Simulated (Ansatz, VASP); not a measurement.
# One calculation of Mg2SO, two programs

The input INCAR:

```
SYSTEM = Mg2SO
PREC = Accurate ; ENCUT = 520
EDIFF = 1E-6 ; ISMEAR = 0
SIGMA = 0.01 ; LREAL = .False.
LASPH = .True. ; NELM = 80
ALGO = Normal ; ISIF = 2
LWAVE = .False. ; LCHARG = .False.
GGA = PE ; NBANDS = 16
```

Contents of KPOINTS:

```
Automatic mesh
0
Gamma
  8 8 8
  0 0 0
```

POSCAR

```
Mg2SO
1.0
    1.6659361846      0.9618287046      5.4902157910
   -1.6659361846      0.9618287046      5.4902157910
    0.0000000000     -1.9236574092      5.4902157910
O S Mg
1 1 2
Direct
    1.0000000000      0.0000000000      0.0000000000
    0.5000000000      0.5000000000      0.5000000000
    0.2614704948      0.2614704948      0.2614704948
    0.7385295052      0.7385295052      0.7385295052
```

Input for Ansatz:

```yaml
crystal:
  lattice:
    - [1.6659361846, 0.9618287046, 5.490215791]
    - [-1.6659361846, 0.9618287046, 5.490215791]
    - [0.0, -1.9236574092, 5.490215791]
  atoms:
    - { symbol: O, position: [1.0, 0.0, 0.0] }
    - { symbol: S, position: [0.5, 0.5, 0.5] }
    - { symbol: Mg, position: [0.2614704948, 0.2614704948, 0.2614704948] }
    - { symbol: Mg, position: [0.7385295052, 0.7385295052, 0.7385295052] }
kpoints:
  mp_grid: { grid: [8, 8, 8] }
hamiltonian:
  xc: pbe
scf:
  occupations: { method: fixed }
  n_extra_bands: 5
output:
  forces: true
  stress: true
  eigenvalues: true
```

Alike in both runs: task single point; functional PBE; k mesh 8 × 8 × 8; no spin polarisation.

```csv
,VASP,Ansatz
version,VASP 6.6.1,Ansatz 0.2.0
potentials or method,"VASP PAW PBE potentials, release 64 (O, S, Mg)","plane waves, PAW"
plane-wave cutoff (eV),520,420
occupations,"gaussian, width 0.01 eV",fixed
valence electrons in the cell,16,32
```

|  | VASP | Ansatz | Ansatz less VASP |
| --- | --- | --- | --- |
| gap on the k mesh at the Fermi level (eV) | 1.02 | 1.04 | +0.028 |
| pressure (GPa) | 2.7 | 3.2 | +0.50 |
| traceless stress, the component that is largest in VASP (GPa) | 0.09 | 0.05 | -0.042 |
| rms of the force components (eV/Å) | 0.023 | 0.025 | +0.0017 |

Atom by atom the forces differ by 0.002 eV/Å (rms over components). VASP's potentials hold 16 valence electrons a cell and Ansatz's 32, so a difference there can come from the potentials and not from the codes.
